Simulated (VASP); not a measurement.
# Na (Pm-3m) in VASP: notebook

Na is run at these levels: r2SCAN, LDA; tasks: single point, relaxation of cell and atoms.

All numbers are computed with VASP 6.6.1; they aren't measurements. Logs are shortened: lines on timing, memory, paths and dates and some standing lists are left out, and cuts for length are marked.

## (1) The cell of the first run

The structure is cubic, space group Pm-3m (No. 221). The conventional cell has a = 3.489 Å, b = 3.489 Å, c = 3.489 Å, α = 90.00°, β = 90.00°, γ = 90.00°. Within 4.6 Å of Na (site symmetry m-3m) lie 6 Na at 3.49 Å.

## (2) Single point, r2SCAN

Input file POSCAR:

```
Na
1.0
    3.4894330213      0.0000000000      0.0000000000
    0.0000000000      3.4894330213      0.0000000000
    0.0000000000      0.0000000000      3.4894330213
Na
1
Direct
    0.0000000000      0.0000000000      0.0000000000
```

Input file INCAR.step1:

```
SYSTEM = Na
PREC = Accurate
ENCUT = 520
ISMEAR = -1
SIGMA = 0.1
LREAL = .FALSE.
LASPH = .TRUE.
NELM = 80
NBANDS = 10
GGA = PE
ALGO = Normal
EDIFF = 1E-4
LWAVE = .TRUE.
LCHARG = .FALSE.
```

Input file INCAR.step2:

```
SYSTEM = Na
PREC = Accurate
ENCUT = 520
EDIFF = 1E-6
ISMEAR = -1
SIGMA = 0.1
LREAL = .FALSE.
LASPH = .TRUE.
NELM = 80
ALGO = Normal
ISIF = 2
LWAVE = .FALSE.
LCHARG = .FALSE.
METAGGA = R2SCAN
LMIXTAU = .TRUE.
NBANDS = 10
ISTART = 1
```

Input file KPOINTS:

```
regular mesh
0
G
  3 3 3
  0 0 0
```

Potentials or basis: VASP PAW PBE potentials, release 64 (Na_pv).

Started as:

```
cat potpaw_PBE.64/Na_pv/POTCAR > POTCAR
cp INCAR.step1 INCAR
mpirun -np 1 vasp_std > vasp.out
cp INCAR.step2 INCAR
mpirun -np 1 vasp_std > vasp.out
```

OUTCAR:

```text
SYSTEM = Na
   PREC = Accurate
   ENCUT = 520
   EDIFF = 1E-6
   ISMEAR = -1
   LREAL = .FALSE.
   LASPH = .TRUE.
   NELM = 80
   ISIF = 2
   METAGGA = R2SCAN
   ISTART = 1

 ion  position               nearest neighbor table
   1  0.000  0.000  0.000-

  LATTYP: Found a simple cubic cell.
 ALAT       =     3.4894330213

  Lattice vectors:

 A1 = (   3.4894330213,   0.0000000000,   0.0000000000)
 A2 = (   0.0000000000,   3.4894330213,   0.0000000000)
 A3 = (   0.0000000000,   0.0000000000,   3.4894330213)

Analysis of symmetry for initial positions (statically):
=====================================================================
 Subroutine PRICEL returns:
 Original cell was already a primitive cell.

 Routine SETGRP: Setting up the symmetry group for a
 simple cubic supercell.

 Subroutine GETGRP returns: Found 48 space group operations
 (whereof 48 operations were pure point group operations)
 out of a pool of 48 trial point group operations.

The static configuration has the point symmetry O_h .

Analysis of symmetry for dynamics (positions and initial velocities):
=====================================================================
 Subroutine PRICEL returns:
 Original cell was already a primitive cell.

 Routine SETGRP: Setting up the symmetry group for a
 simple cubic supercell.

 Subroutine GETGRP returns: Found 48 space group operations
 (whereof 48 operations were pure point group operations)
 out of a pool of 48 trial point group operations.

The dynamic configuration has the point symmetry O_h .

 Subroutine INISYM returns: Found 48 space group operations
 (whereof 48 operations are pure point group operations),
 and found     1 'primitive' translations

----------------------------------------------------------------------------------------

                                     Primitive cell

  volume of cell :      42.4878

  direct lattice vectors                    reciprocal lattice vectors
     3.489433021  0.000000000  0.000000000     0.286579508  0.000000000  0.000000000
     0.000000000  3.489433021  0.000000000     0.000000000  0.286579508  0.000000000
     0.000000000  0.000000000  3.489433021     0.000000000  0.000000000  0.286579508

  length of vectors
     3.489433021  3.489433021  3.489433021     0.286579508  0.286579508  0.286579508

  position of ions in fractional coordinates (direct lattice)
     0.000000000  0.000000000  0.000000000

  ion indices of the primitive-cell ions
   primitive index   ion index
                 1           1

----------------------------------------------------------------------------------------

 KPOINTS: regular mesh

Automatic generation of k-mesh.
 Grid dimensions read from file:
 generate k-points for:    3    3    3

 Generating k-lattice:

  Cartesian coordinates                     Fractional coordinates (reciprocal lattice)
     0.095526503  0.000000000  0.000000000     0.333333333  0.000000000  0.000000000
     0.000000000  0.095526503  0.000000000     0.000000000  0.333333333  0.000000000
     0.000000000  0.000000000  0.095526503     0.000000000  0.000000000  0.333333333

  Length of vectors
     0.095526503  0.095526503  0.095526503

  Shift w.r.t. Gamma in fractional coordinates (k-lattice)
     0.000000000  0.000000000  0.000000000

 Subroutine IBZKPT returns following result:
 ===========================================

 Found      4 irreducible k-points:

 Following reciprocal coordinates:
            Coordinates               Weight
  0.000000  0.000000  0.000000      1.000000
  0.333333  0.000000  0.000000      6.000000
  0.333333  0.333333  0.000000     12.000000
  0.333333  0.333333  0.333333      8.000000
   k-points           NKPTS =      4   k-points in BZ     NKDIM =      4   number of bands    NBANDS=     10
   number of dos      NEDOS =    301   number of ions     NIONS =      1
   total plane-waves  NPLWV =  21952
   dimension x,y,z NGX =    28 NGY =   28 NGZ =   28
   dimension x,y,z NGXF=    56 NGYF=   56 NGZF=   56
   ions per type =               1
   NGX,Y,Z   is equivalent  to a cutoff of  13.34, 13.34, 13.34 a.u.
   NGXF,Y,Z  is equivalent  to a cutoff of  26.68, 26.68, 26.68 a.u.
 SYSTEM =  Na
   PREC   = accura    normal or accurate (medium, high low for compatibility)
   ISTART =      1    job   : 0-new  1-cont  2-samecut
   ICHARG =      0    charge: 1-file 2-atom 10-const
   ISPIN  =      1    spin polarized calculation?
   LNONCOLLINEAR =      F non collinear calculations
   LSORBIT =      F    spin-orbit coupling
   LASPH  =      T    aspherical Exc in radial PAW
   ENCUT  =  520.0 eV  38.22 Ry    6.18 a.u.   6.49  6.49  6.49*2*pi/ulx,y,z
   NELM   =     80;   NELMIN=  2; NELMDL=  0     # of ELM steps
   EDIFF  = 0.1E-05   stopping-criterion for ELM
   LREAL  =      F    real-space projection
   EDIFFG = 0.1E-04   stopping-criterion for IOM
   NSW    =      0    number of steps for IOM
   IBRION =     -1    ionic relax: 0-MD 1-quasi-New 2-CG
   NFREE  =      0    steps in history (QN), initial steepest desc. (CG)
   ISIF   =      2    stress and relaxation
   ISYM   =      2    0-nonsym 1-usesym 2-fastsym
   POTIM  = 0.5000    time-step for ionic-motion
   TEBEG  =    0.0;   TEEND  =   0.0 temperature during run
   PSTRESS=    0.0 pullay stress
   NELECT =       7.0000    total number of electrons
   NUPDOWN=      -1.0000    fix difference up-down
   EMIN   =  10.00;   EMAX   =-10.00  energy-range for DOS
   EFERMI =   0.00;   METHOD = LEGACY
   ISMEAR =    -1;   SIGMA  =   0.10  broadening in eV -4-tet -1-fermi 0-gaus
   EFERMI_NEDOS =   21; number of points for ismear=-14 and -15
   IALGO  =     38    algorithm
   IMIX   =      4    mixing-type and parameters
     AMIX     =   0.40;   BMIX     =  1.00
     AMIX_MAG =   1.60;   BMIX_MAG =  1.00
  volume/ion in A,a.u.               =      42.49       286.72
  Fermi-wavevector in a.u.,A,eV,Ry     =   0.897469  1.695970 10.958813  0.805450
  Thomas-Fermi vector in A             =   2.020057
   LORBIT       =      0    0 simple, 1 ext, 2 COOP (PROOUT), +10 PAW based schemes
   METAGGA = R2SCAN    functional components
   LHFCALC =     F    Hartree Fock is set to
   AEXX    =    0.0000 exact exchange contribution
   IVDW    =     0    specifies the selected vdW correction
   LEPSILON=     F    determine dielectric tensor
   LRPA    =     F    only Hartree local field effects (RPA)
 non-spin polarized calculation
  energy-cutoff  :      520.00
  volume of cell :       42.49
 maximum number of plane-waves:      1189
 NGX is ok and might be reduce to    28
   NGX = 13   NGY = 13   NGZ = 13

 number of electron       6.9999988 magnetization

 Free energy of the ion-electron system (eV)
  ---------------------------------------------------
  ext. energy  EPLUGINS =         0.00000000
  ---------------------------------------------------
  free energy    TOTEN  =        -3.33922064 eV

  energy without entropy =       -3.27791574  energy(sigma->0) =       -3.30856819

 E-fermi :  -0.2285     XC(G=0):  -6.5547

 val. band max:       -0.2452015340   @ k =   0.3333   0.3333   0.0000
 cond. band min:       1.1990625581   @ k =   0.3333   0.3333   0.3333
 fundamental gap:      1.4442640920
 Fermi energy:        -0.2284962271

 k-point     1 :       0.0000    0.0000    0.0000
  band No.  band energies     occupation
      1     -26.3089      2.00000
      2     -26.3089      2.00000
      3     -26.3089      2.00000
      4      -3.2263      2.00000
      5       8.4132      0.00000
      6       8.4132      0.00000
      7       9.9516      0.00000
      8       9.9516      0.00000
      9       9.9516      0.00000
     10      13.0683      0.00000

 k-point     2 :       0.3333    0.0000    0.0000
  band No.  band energies     occupation
      1     -26.3367      2.00000
      2     -26.3065      2.00000
      3     -26.3065      2.00000
      4      -1.7187      2.00000
      5       2.6608      0.00000
      6       9.7443      0.00000
      7      11.1596      0.00000
      8      11.1596      0.00000
      9      12.6892      0.00000
     10      14.8785      0.00000

 k-point     3 :       0.3333    0.3333    0.0000
  band No.  band energies     occupation
      1     -26.3338      2.00000
      2     -26.3331      2.00000
      3     -26.3042      2.00000
      4      -0.2452      1.08333
      5       3.7231      0.00000
      6       4.5047      0.00000
      7       8.2866      0.00000
      8      12.3871      0.00000
      9      13.1503      0.00000
     10      15.3373      0.00000

 k-point     4 :       0.3333    0.3333    0.3333
  band No.  band energies     occupation
      1     -26.3310      2.00000
      2     -26.3301      2.00000
      3     -26.3301      2.00000
      4       1.1991      0.00000
      5       5.0746      0.00000
      6       5.0746      0.00000
      7       6.5546      0.00000
      8       9.1632      0.00000
      9       9.1632      0.00000
     10      11.7079      0.00000

------------------------ aborting loop because EDIFF is reached ----------------------------------------

  FORCE on cell =-STRESS in cart. coord.  units (eV):
  Direction    XX          YY          ZZ          XY          YZ          ZX
  --------------------------------------------------------------------------------------
  -------------------------------------------------------------------------------------
  Total       -0.0245594     -0.0245594     -0.0245594      0.0000000      0.0000000     -0.0000000
  in kB       -0.9261129     -0.9261129     -0.9261129      0.0000000      0.0000000     -0.0000000
  external PRESSURE =      -0.9261129 kB  Pullay stress =       0.0000000 kB

 VOLUME and BASIS-vectors are now :
 -----------------------------------------------------------------------------
  energy-cutoff  :      520.00
  volume of cell :       42.49
      direct lattice vectors                 reciprocal lattice vectors
     3.489433021  0.000000000  0.000000000     0.286579508  0.000000000  0.000000000
     0.000000000  3.489433021  0.000000000     0.000000000  0.286579508  0.000000000
     0.000000000  0.000000000  3.489433021     0.000000000  0.000000000  0.286579508

 POSITION                                       TOTAL-FORCE (eV/Angst)
 -----------------------------------------------------------------------------------
      0.00000      0.00000      0.00000         0.000000      0.000000      0.000000
 -----------------------------------------------------------------------------------
    total drift:                               -0.000000     -0.000000     -0.000000

  FREE ENERGIE OF THE ION-ELECTRON SYSTEM (eV)
  ---------------------------------------------------
  free  energy   TOTEN  =        -3.3392206371 eV

  energy  without entropy=       -3.2779157410  energy(sigma->0) =       -3.30856819
```

It took 10 s on 1 thread of Intel Xeon Platinum 8375C at 2.90GHz (Ice Lake), shared host; peak memory 0.14 GiB.

Results:

```yaml
Free_energy: -3.3392 eV
Pressure: -0.1 GPa
```

Caveat: the k points lie up to 0.60 Å⁻¹ apart; the PAW data sets were made with another functional, which shifts forces and pressure a little.

## (3) Single point, LDA

Input file INCAR:

```
SYSTEM = Na
PREC = Accurate ; ENCUT = 520
EDIFF = 1E-7 ; ISMEAR = -1
SIGMA = 0.1 ; LREAL = .False.
LASPH = .True. ; NELM = 100
ALGO = Normal ; ISIF = 2
LWAVE = .False. ; LCHARG = .False.
GGA = CA ; NBANDS = 10
```

Input file KPOINTS:

```
regular mesh
0
Gamma
  9 9 9
  0 0 0
```

POSCAR is that of step 2.

Potentials or basis: VASP PAW LDA potentials, release 64 (Na_pv).

Started as:

```
cat potpaw_LDA.64/Na_pv/POTCAR > POTCAR
mpirun -np 1 vasp_std > vasp.out
```

Run time: 6.6 s. Hardware: 1 thread of Intel Xeon Platinum 8375C at 2.90GHz (Ice Lake), shared host; peak memory 0.13 GiB.

Results (log left out):

* Free energy: -1.3154 eV
* Pressure: -0.9 GPa

Levels at points of the mesh, in eV from the Fermi level:
```tsv
k point	band 2	band 3	band 4	band 5	band 6	band 7
(0.00, 0.00, 0.00)	-25.16	-25.16	-2.99	7.93	7.93	9.02
```

## (4) Relaxation of cell and atoms, r2SCAN

This run uses another cell than the first one, of 346.44 Å³/atom, 8.154 times its volume.

Input file POSCAR:

```
Na
1.0
    7.0233430000      0.0000000000      0.0000000000
    0.0000000000      7.0233430000      0.0000000000
    0.0000000000      0.0000000000      7.0233430000
Na
1
Direct
    0.0000000000      0.0000000000      0.0000000000
```

Input file INCAR.step1:

```
SYSTEM = Na
ALGO = Normal
EDIFF = 1E-4
ENCUT = 600
GGA = PE
ISMEAR = -1
LASPH = .TRUE.
LCHARG = .FALSE.
LREAL = .FALSE.
LWAVE = .TRUE.
NELM = 80
PREC = Accurate
SIGMA = 0.1
```

Input file INCAR.step2:

```
SYSTEM = Na
ALGO = Normal
EDIFF = 1E-6
EDIFFG = -0.01
ENCUT = 600
IBRION = 2
ISIF = 3
ISMEAR = -1
ISTART = 1
LASPH = .TRUE.
LCHARG = .FALSE.
LMIXTAU = .TRUE.
LREAL = .FALSE.
LWAVE = .FALSE.
METAGGA = R2SCAN
NELM = 80
NSW = 60
PREC = Accurate
SIGMA = 0.1
```

Input file KPOINTS:

```
k-points
0
G
  3 3 3
  0 0 0
```

Potentials or basis: VASP PAW PBE potentials, release 64 (Na_pv).

Started as:

```
cat potpaw_PBE.64/Na_pv/POTCAR > POTCAR
cp INCAR.step1 INCAR
mpirun -np 1 vasp_std > vasp.out
cp INCAR.step2 INCAR
mpirun -np 1 vasp_std > vasp.out
```

Wall time 14 min (1 thread of Intel Xeon Platinum 8375C at 2.90GHz (Ice Lake), shared host); peak memory 0.52 GiB.

It converged, with:

* Free energy: -3.3443 eV
* Relaxed volume: 42.35 Å³/atom
* Relaxed cell: a = 3.486 Å, b = 3.486 Å, c = 3.486 Å, α = 90.00°, β = 90.00°, γ = 90.00°
* Space group after relaxing (to 0.05 Å): Pm-3m (No. 221)
* Energy gained by relaxing: 998.2 meV/atom
* Ionic steps: 10
* Pressure after relaxing: 0.0 GPa

The path:
| step | energy change (eV) | largest force (eV/Å) | pressure (GPa) | volume (Å³) |
| --- | --- | --- | --- | --- |
| 1 | 0.0000 | 0.0000 | -0.13 | 346.44 |
| 2 | -0.0126 | 0.0000 | -0.15 | 332.25 |
| 3 | -0.0517 | 0.0000 | -0.20 | 293.76 |
| 4 | -0.1643 | 0.0000 | -0.35 | 225.93 |
| 5 | -0.5149 | 0.0000 | -0.79 | 123.25 |
| 6 | -0.4593 | 0.0000 | 14.26 | 20.77 |
| 7 | -0.7308 | 0.0000 | -1.07 | 86.59 |
| 8 | -0.9917 | 0.0000 | -0.43 | 46.13 |
| 9 | -0.9948 | 0.0000 | 0.44 | 39.25 |
| 10 | -0.9982 | 0.0000 | -0.02 | 42.35 |

Final structure:
```
Na
1.0
     3.48558    0.00000    0.00000
     0.00000    3.48558    0.00000
     0.00000    0.00000    3.48558
Na
1
Direct
  0.00000 0.00000 0.00000
```

Levels at points of the mesh, in eV from the Fermi level:
```csv
k point,band 2,band 3,band 4,band 5,band 6,band 7
"(0.00, 0.00, 0.00)",-26.07,-26.07,-3.01,10.21,10.21,10.21
```

Caveat: the volume moved by over 15 % at a fixed basis, so the end points are rough; the PAW data sets were made with another functional, which shifts forces and pressure a little.

## (5) Summary

```tsv
task	level	potentials or basis	cell	k mesh	cutoff (eV)	gap on the mesh (eV)	pressure (GPa)
single point	r2SCAN	VASP PAW PBE potentials, release 64 (Na_pv)	a = 3.489 Å, 1 atom	3 × 3 × 3	520	none	-0.1
single point	LDA	VASP PAW LDA potentials, release 64 (Na_pv)	a = 3.489 Å, 1 atom	9 × 9 × 9	520	none	-0.9
relaxation of cell and atoms	r2SCAN	VASP PAW PBE potentials, release 64 (Na_pv)	relaxed from a = 7.023 Å, 1 atom	3 × 3 × 3	600	none	0.0
```

Alike in all rows: no spin polarisation; smearing fermi-dirac 0.1 eV.

Caveats: some runs use coarse meshes; the PAW data sets were made with another functional, which shifts forces and pressure a little (some runs); the volume moved by over 15 % at a fixed basis, so the end points are rough (some runs).

Absolute energies hang on the potentials; compare differences alone.
